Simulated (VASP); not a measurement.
# BaTiO3 (Barioperovskite) (Amm2) in VASP: settings compared, part 3 of 3

VASP 6.6.1. Earlier steps stand in the parts before.

## 4. Single point, PBE

INCAR reads:

```
SYSTEM = BaTiO3
PREC     = Accurate       ! precision mode
ENCUT    = 520            ! plane-wave cutoff, eV
EDIFF    = 1E-6           ! SCF threshold, eV
ISMEAR   = -1             ! smearing method
SIGMA    = 0.05           ! smearing width, eV
LREAL    = .FALSE.        ! projectors in reciprocal space
LASPH    = .TRUE.         ! aspherical terms in the spheres
NELM     = 60             ! most SCF steps
ALGO     = Normal         ! electronic algorithm
ISIF     = 2              ! what is computed and relaxed
LWAVE    = .FALSE.        ! write WAVECAR
LCHARG   = .TRUE.         ! write CHGCAR
GGA      = PE             ! functional
LELF     = .TRUE.         ! ELF
LVHAR    = .TRUE.       
NBANDS   = 28             ! bands
```

KPOINTS reads:

```
Automatic mesh
0
G
  9 9 9
  0 0 0
```

POSCAR reads:

```
BaTiO3
1.0
    3.9855000000      0.0000000000      0.0000000000
    0.0000000000      2.8369000000      2.8451500000
    0.0000000000     -2.8369000000      2.8451500000
Ba Ti O
1 1 3
Direct
    0.0000000000      0.0000000000      0.0000000000
    0.5000000000      0.5124000000      0.5124000000
    0.5000000000      0.9918400000      0.5052400000
    0.5000000000      0.5052400000      0.9918400000
    0.0000000000      0.4874000000      0.4874000000
```

Potentials or basis: VASP PAW PBE potentials, release 64 (Ba_sv, Ti_sv, O).

Started as:

```bash
cat potpaw_PBE.64/Ba_sv/POTCAR potpaw_PBE.64/Ti_sv/POTCAR potpaw_PBE.64/O/POTCAR > POTCAR
mpirun -np 1 vasp_std > vasp.out
```

OUTCAR:

```text
SYSTEM = BaTiO3
   PREC = Accurate
   ENCUT = 520
   EDIFF = 1E-6
   ISMEAR = -1
   LREAL = .FALSE.
   LASPH = .TRUE.
   NELM = 60
   ISIF = 2
   GGA = PE

 ion  position               nearest neighbor table
   1  0.000  0.000  0.000-   5 2.77   4 2.81   3 2.81   3 2.81   4 2.81   5 2.84   5 2.84   4 2.84
                             3 2.84   3 2.84   4 2.84   5 2.92   2 3.42   2 3.42   2 3.47   2 3.47
   2  0.500  0.512  0.512-   3 1.93   4 1.93   5 2.00   5 2.00   3 2.09   4 2.09   1 3.42   1 3.42
                             1 3.47   1 3.47   1 3.47   1 3.47   1 3.53   1 3.53
   3  0.500  0.992  0.505-   2 1.93   2 2.09   1 2.81   1 2.81   1 2.84   1 2.84
   4  0.500  0.505  0.992-   2 1.93   2 2.09   1 2.81   1 2.81   1 2.84   1 2.84
   5  0.000  0.487  0.487-   2 2.00   2 2.00   1 2.77   1 2.84   1 2.84   1 2.92

  LATTYP: Found a base centered orthorhombic cell.
 ALAT       =     5.6738000000
 B/A-ratio  =     1.0029081039
 C/A-ratio  =     0.7024392823

  Lattice vectors:

 A1 = (   0.0000000000,   2.8369000000,  -2.8451500000)
 A2 = (   0.0000000000,   2.8369000000,   2.8451500000)
 A3 = (   3.9855000000,   0.0000000000,   0.0000000000)

Analysis of symmetry for initial positions (statically):
=====================================================================
 Subroutine PRICEL returns:
 Original cell was already a primitive cell.

 Routine SETGRP: Setting up the symmetry group for a
 base centered orthorhombic supercell.

 Subroutine GETGRP returns: Found  4 space group operations
 (whereof  4 operations were pure point group operations)
 out of a pool of  8 trial point group operations.

The static configuration has the point symmetry C_2v.

Analysis of symmetry for dynamics (positions and initial velocities):
=====================================================================
 Subroutine PRICEL returns:
 Original cell was already a primitive cell.

 Routine SETGRP: Setting up the symmetry group for a
 base centered orthorhombic supercell.

 Subroutine GETGRP returns: Found  4 space group operations
 (whereof  4 operations were pure point group operations)
 out of a pool of  8 trial point group operations.

The dynamic configuration has the point symmetry C_2v.

 Subroutine INISYM returns: Found  4 space group operations
 (whereof  4 operations are pure point group operations),
 and found     1 'primitive' translations

----------------------------------------------------------------------------------------

                                     Primitive cell

  volume of cell :      64.3372

  direct lattice vectors                    reciprocal lattice vectors
     3.985500000  0.000000000  0.000000000     0.250909547  0.000000000  0.000000000
     0.000000000  2.836900000  2.845150000     0.000000000  0.176248722  0.175737659
     0.000000000 -2.836900000  2.845150000     0.000000000 -0.176248722  0.175737659

  length of vectors
     3.985500000  4.017820321  4.017820321     0.250909547  0.248892219  0.248892219

  position of ions in fractional coordinates (direct lattice)
     0.000000000  0.000000000  0.000000000
     0.500000000  0.512400000  0.512400000
     0.500000000  0.991840000  0.505240000
     0.500000000  0.505240000  0.991840000
[... 33 lines left out ...]

 Found    125 irreducible k-points:

 Following reciprocal coordinates:
            Coordinates               Weight
  0.000000  0.000000  0.000000      1.000000
  0.111111  0.000000  0.000000      2.000000
  0.222222  0.000000  0.000000      2.000000
  0.333333  0.000000  0.000000      2.000000
  0.444444  0.000000  0.000000      2.000000
  0.000000  0.111111  0.000000      4.000000
[... 16 lines left out ...]
  0.222222  0.444444  0.000000      8.000000
  0.333333  0.444444  0.000000      8.000000
 [... further k-points ...]
   k-points           NKPTS =    125   k-points in BZ     NKDIM =    125   number of bands    NBANDS=     28
   number of dos      NEDOS =    301   number of ions     NIONS =      5
   total plane-waves  NPLWV =  27000
   dimension x,y,z NGX =    30 NGY =   30 NGZ =   30
   dimension x,y,z NGXF=    60 NGYF=   60 NGZF=   60
   ions per type =               1   1   3
   NGX,Y,Z   is equivalent  to a cutoff of  12.51, 12.41, 12.41 a.u.
   NGXF,Y,Z  is equivalent  to a cutoff of  25.03, 24.83, 24.83 a.u.
 SYSTEM =  BaTiO3
   PREC   = accura    normal or accurate (medium, high low for compatibility)
   ISTART =      0    job   : 0-new  1-cont  2-samecut
   ICHARG =      2    charge: 1-file 2-atom 10-const
   ISPIN  =      1    spin polarized calculation?
   LNONCOLLINEAR =      F non collinear calculations
   LSORBIT =      F    spin-orbit coupling
   LASPH  =      T    aspherical Exc in radial PAW
   ENCUT  =  520.0 eV  38.22 Ry    6.18 a.u.   7.41  7.47  7.47*2*pi/ulx,y,z
   NELM   =     60;   NELMIN=  2; NELMDL= -5     # of ELM steps
   EDIFF  = 0.1E-05   stopping-criterion for ELM
   LREAL  =      F    real-space projection
   EDIFFG = 0.1E-04   stopping-criterion for IOM
   NSW    =      0    number of steps for IOM
   IBRION =     -1    ionic relax: 0-MD 1-quasi-New 2-CG
   NFREE  =      0    steps in history (QN), initial steepest desc. (CG)
   ISIF   =      2    stress and relaxation
   ISYM   =      2    0-nonsym 1-usesym 2-fastsym
   POTIM  = 0.5000    time-step for ionic-motion
   TEBEG  =    0.0;   TEEND  =   0.0 temperature during run
   PSTRESS=    0.0 pullay stress
   NELECT =      40.0000    total number of electrons
   NUPDOWN=      -1.0000    fix difference up-down
   EMIN   =  10.00;   EMAX   =-10.00  energy-range for DOS
   EFERMI =   0.00;   METHOD = LEGACY
   ISMEAR =    -1;   SIGMA  =   0.05  broadening in eV -4-tet -1-fermi 0-gaus
   EFERMI_NEDOS =   21; number of points for ismear=-14 and -15
   IALGO  =     38    algorithm
   IMIX   =      4    mixing-type and parameters
     AMIX     =   0.40;   BMIX     =  1.00
     AMIX_MAG =   1.60;   BMIX_MAG =  1.00
  volume/ion in A,a.u.               =      12.87        86.83
  Fermi-wavevector in a.u.,A,eV,Ry     =   1.397250  2.640420 26.562762  1.952308
  Thomas-Fermi vector in A             =   2.520525
   LORBIT       =      0    0 simple, 1 ext, 2 COOP (PROOUT), +10 PAW based schemes
   GGA     = PE    functional components
   LHFCALC =     F    Hartree Fock is set to
   AEXX    =    0.0000 exact exchange contribution
   IVDW    =     0    specifies the selected vdW correction
   LEPSILON=     F    determine dielectric tensor
   LRPA    =     F    only Hartree local field effects (RPA)
 non-spin polarized calculation
  energy-cutoff  :      520.00
  volume of cell :       64.34
 maximum number of plane-waves:      1765
 NGX is ok and might be reduce to    30
   NGX = 15   NGY = 15   NGZ = 15

 number of electron      39.9999995 magnetization

 Free energy of the ion-electron system (eV)
  ---------------------------------------------------
  ext. energy  EPLUGINS =         0.00000000
  ---------------------------------------------------
  free energy    TOTEN  =       -39.97339378 eV

  energy without entropy =      -39.97339378  energy(sigma->0) =      -39.97339378

 E-fermi :   4.7769     XC(G=0): -11.2375

 val. band max:        3.7610992619   @ k =   0.4444   0.4444   0.4444
 cond. band min:       5.6564930931   @ k =   0.0000   0.0000   0.0000
 fundamental gap:      1.8953938312
 Fermi energy:         4.7768720940

 k-point     1 :       0.0000    0.0000    0.0000
  band No.  band energies     occupation
      1     -52.7639      2.00000
      2     -28.9905      2.00000
      3     -28.9893      2.00000
      4     -28.9740      2.00000
      5     -21.0238      2.00000
      6     -13.0767      2.00000
[... 733 lines left out ...]
     27      12.0448      0.00000
     28      13.1541      0.00000

 [... further k-points ...]

------------------------ aborting loop because EDIFF is reached ----------------------------------------

  FORCE on cell =-STRESS in cart. coord.  units (eV):
  Direction    XX          YY          ZZ          XY          YZ          ZX
  --------------------------------------------------------------------------------------
  -------------------------------------------------------------------------------------
  Total        1.6969720      1.7469582      1.4911635      0.0000000      0.0000000      0.0000000
  in kB       42.2593918     43.5041915     37.1341806      0.0000000      0.0000000      0.0000000
  external PRESSURE =      40.9659213 kB  Pullay stress =       0.0000000 kB

 VOLUME and BASIS-vectors are now :
 -----------------------------------------------------------------------------
  energy-cutoff  :      520.00
  volume of cell :       64.34
      direct lattice vectors                 reciprocal lattice vectors
     3.985500000  0.000000000  0.000000000     0.250909547  0.000000000  0.000000000
     0.000000000  2.836900000  2.845150000     0.000000000  0.176248722  0.175737659
     0.000000000 -2.836900000  2.845150000     0.000000000 -0.176248722  0.175737659

 POSITION                                       TOTAL-FORCE (eV/Angst)
 -----------------------------------------------------------------------------------
      0.00000      0.00000      0.00000         0.000000     -0.000000      0.154168
      1.99275      0.00000      2.91571         0.000000     -0.000000      0.143402
      1.99275      1.38044      4.25942         0.000000      0.027028     -0.257507
      1.99275     -1.38044      4.25942         0.000000     -0.027028     -0.257507
      0.00000      0.00000      2.77345         0.000000     -0.000000      0.217444
 -----------------------------------------------------------------------------------
    total drift:                                0.000000      0.000001      0.000666

  FREE ENERGIE OF THE ION-ELECTRON SYSTEM (eV)
  ---------------------------------------------------
  free  energy   TOTEN  =       -39.9733937798 eV

  energy  without entropy=      -39.9733937794  energy(sigma->0) =      -39.97339378
```

Wall time 3.5 min (1 thread of AMD EPYC 7R43 (Zen 3), shared host); peak memory 0.3 GiB.

What came out:

```
Free energy            : -39.9734 eV
Pressure               : 4.1 GPa
Largest force          : 0.259 eV/Å
Band gap on the k mesh : 1.90 eV, indirect (least direct gap 2.06 eV)
```

Forces on the atoms (eV/Å):
```
Ba   0.000  0.000  0.154
Ti   0.000  0.000  0.143
O    0.000  0.027 -0.258
O    0.000 -0.027 -0.258
O    0.000  0.000  0.217
```

Levels at points of the mesh, in eV from the valence-band top:
```tsv
k point	band 17	band 18	band 19	band 20	band 21	band 22	band 23	band 24
(0.00, 0.00, 0.00)	-1.04	-0.31	-0.21	-0.16	1.90	1.96	2.11	4.06
```

Caveat: spin-orbit coupling is left out, which moves the levels of the heavy elements. A k mesh can miss the band edges.

## 5. Single point, PBEsol

This run uses another cell than the first one, of 12.24 Å³/atom, 0.951 times its volume.

INCAR reads:

```
SYSTEM = BaTiO3
PREC = Accurate ; ENCUT = 910
EDIFF = 1E-6 ; ISMEAR = -1
SIGMA = 0.05 ; LREAL = .False.
LASPH = .True. ; NELM = 120
ALGO = Normal ; ISIF = 2
LWAVE = .False. ; LCHARG = .False.
GGA = PS ; NBANDS = 28
GGA_COMPAT = .False.
```

KPOINTS reads:

```
Automatic mesh
0
Gamma
  7 7 7
  0 0 0
```

POSCAR reads:

```
BaTiO3
1.0
    3.9285682628      0.0000000000      0.0000000000
    0.0000000000      2.7896340191      2.7928882453
    0.0000000000     -2.7896340191      2.7928882453
Ba Ti O
1 1 3
Direct
    0.0000000000      0.0036138681      0.0036138681
    0.5000000000      0.5122511908      0.5122511908
    0.5000000000      0.9913726089      0.4951367276
    0.5000000000      0.4951367276      0.9913726089
    0.0000000000      0.4945056046      0.4945056046
```

Potentials or basis: VASP PAW PBE potentials, release 64 (Ba_sv, Ti_sv, O_h).

Started as:

```bash
cat potpaw_PBE.64/Ba_sv/POTCAR potpaw_PBE.64/Ti_sv/POTCAR potpaw_PBE.64/O_h/POTCAR > POTCAR
mpirun -np 1 vasp_std > vasp.out
```

OUTCAR:

```text
SYSTEM = BaTiO3
   PREC = Accurate
   ENCUT = 910
   EDIFF = 1E-6
   ISMEAR = -1
   LREAL = .False.
   LASPH = .True.
   NELM = 120
   ISIF = 2
   GGA = PS

 ion  position               nearest neighbor table
   1  0.000  0.004  0.004-   5 2.74   4 2.76   3 2.76   3 2.76   4 2.76   5 2.79   5 2.79   4 2.81
                             3 2.81   3 2.81   4 2.81   5 2.84   2 3.38   2 3.38   2 3.41   2 3.41
   2  0.500  0.512  0.512-   3 1.89   4 1.89   5 1.97   5 1.97   3 2.06   4 2.06   1 3.38   1 3.38
                             1 3.41   1 3.41   1 3.41   1 3.41   1 3.45   1 3.45
   3  0.500  0.991  0.495-   2 1.89   2 2.06   1 2.76   1 2.76   1 2.81   1 2.81
   4  0.500  0.495  0.991-   2 1.89   2 2.06   1 2.76   1 2.76   1 2.81   1 2.81
   5  0.000  0.495  0.495-   2 1.97   2 1.97   1 2.74   1 2.79   1 2.79   1 2.84

  LATTYP: Found a base centered orthorhombic cell.
 ALAT       =     5.5792680382
 B/A-ratio  =     1.0011665423
 C/A-ratio  =     0.7041368574

  Lattice vectors:

 A1 = (   0.0000000000,   2.7896340191,  -2.7928882453)
 A2 = (   0.0000000000,   2.7896340191,   2.7928882453)
 A3 = (   3.9285682628,   0.0000000000,   0.0000000000)

[... 181 lines left out ...]

 val. band max:        4.3481829299   @ k =   0.4286   0.4286   0.4286
 cond. band min:       6.3635631507   @ k =   0.0000   0.0000   0.0000
 fundamental gap:      2.0153802208
 Fermi energy:         5.3960512837

 k-point     1 :       0.0000    0.0000    0.0000
  band No.  band energies     occupation
      1     -51.6543      2.00000
      2     -28.0276      2.00000
      3     -28.0242      2.00000
      4     -28.0086      2.00000
      5     -20.2424      2.00000
      6     -12.4829      2.00000
[... 733 lines left out ...]
     27      13.0002      0.00000
     28      13.1396      0.00000

 [... further k-points ...]

------------------------ aborting loop because EDIFF is reached ----------------------------------------

  FORCE on cell =-STRESS in cart. coord.  units (eV):
  Direction    XX          YY          ZZ          XY          YZ          ZX
  --------------------------------------------------------------------------------------
  -------------------------------------------------------------------------------------
  Total        2.6428295      2.6290687      2.6383625      0.0000000      0.0000000      0.0000000
  in kB       69.1695009     68.8093450     69.0525892      0.0000000      0.0000000      0.0000000
  external PRESSURE =      69.0104784 kB  Pullay stress =       0.0000000 kB

 VOLUME and BASIS-vectors are now :
 -----------------------------------------------------------------------------
  energy-cutoff  :      910.00
  volume of cell :       61.22
      direct lattice vectors                 reciprocal lattice vectors
     3.928568263  0.000000000  0.000000000     0.254545660  0.000000000  0.000000000
     0.000000000  2.789634019  2.792888245     0.000000000  0.179234981  0.179026139
     0.000000000 -2.789634019  2.792888245     0.000000000 -0.179234981  0.179026139

 POSITION                                       TOTAL-FORCE (eV/Angst)
 -----------------------------------------------------------------------------------
      0.00000      0.00000      0.02019         0.000000      0.000000     -0.028464
      1.96428      0.00000      2.86132         0.000000      0.000000     -0.011422
      1.96428      1.38432      4.15165         0.000000      0.000701      0.013585
      1.96428     -1.38432      4.15165         0.000000     -0.000701      0.013585
      0.00000      0.00000      2.76220         0.000000      0.000000      0.012716
 -----------------------------------------------------------------------------------
    total drift:                                0.000000      0.000000      0.000937

  FREE ENERGIE OF THE ION-ELECTRON SYSTEM (eV)
  ---------------------------------------------------
  free  energy   TOTEN  =       -41.9654613629 eV

  energy  without entropy=      -41.9654613627  energy(sigma->0) =      -41.96546136
```

It took 2 min on 1 thread of AMD EPYC 9R45 (Zen 5), shared host; peak memory 0.38 GiB.

What came out:

| Quantity | Value |
| --- | --- |
| Free energy | -41.9655 eV |
| Pressure | 6.9 GPa |
| Largest force | 0.028 eV/Å |
| Band gap on the k mesh | 2.02 eV, indirect (least direct gap 2.12 eV) |

Forces on the atoms (eV/Å):
```
Ba   0.000  0.000 -0.028
Ti   0.000  0.000 -0.011
O    0.000  0.001  0.014
O    0.000 -0.001  0.014
O    0.000  0.000  0.013
```

Caveat: the cutoff is under 1.25 times the usual one of these potentials, so pressure, stress and relaxed cells hold a basis-set (Pulay) error; the PAW data sets were made with another functional, which shifts forces and pressure a little; spin-orbit coupling is left out, which moves the levels of the heavy elements. A k mesh can miss the band edges.

## 6. Overview

| level | potentials or basis | cell | k mesh | cutoff (eV) | second run | gap on the mesh (eV) | pressure (GPa) | largest force (eV/Å) |
| --- | --- | --- | --- | --- | --- | --- | --- | --- |
| PBEsol | VASP PAW PBE potentials, release 64 (Ba_sv, Ti_sv, O) | a = 3.986, b = 4.018, c = 4.018 Å, angles 89.8, 90.0, 90.0°, 5 atoms | 7 × 7 × 7 | 520 | - | 1.88 | -2.1 | 0.28 |
| LDA | VASP PAW LDA potentials, release 64 (Ba_sv, Ti_sv, O) | a = 4.012, b = 4.044, c = 4.044 Å, angles 89.8, 90.0, 90.0°, 5 atoms | 7 × 7 × 7 | 520 | - | 1.79 | -9.6 | 0.36 |
| PBE | VASP PAW PBE potentials, release 64 (Ba_sv, Ti_sv, O) | a = 3.986, b = 4.018, c = 4.018 Å, angles 89.8, 90.0, 90.0°, 5 atoms | 9 × 9 × 9 | 520 | - | 1.90 | 4.1 | 0.26 |
| PBEsol | VASP PAW PBE potentials, release 64 (Ba_sv, Ti_sv, O_h) | a = 3.929, b = 3.947, c = 3.947 Å, angles 89.9, 90.0, 90.0°, 5 atoms | 7 × 7 × 7 | 910 | hard_potentials | 2.02 | 6.9 | 0.03 |

Alike in all rows: task single point; no spin polarisation; smearing fermi-dirac 0.05 eV.

Caveats: spin-orbit coupling is left out, which moves the levels of the heavy elements; the PAW data sets were made with another functional, which shifts forces and pressure a little (some runs); the cutoff is under 1.25 times the usual one of these potentials, so pressure, stress and relaxed cells hold a basis-set (Pulay) error (some runs).

Absolute energies hang on the potentials; compare differences alone.
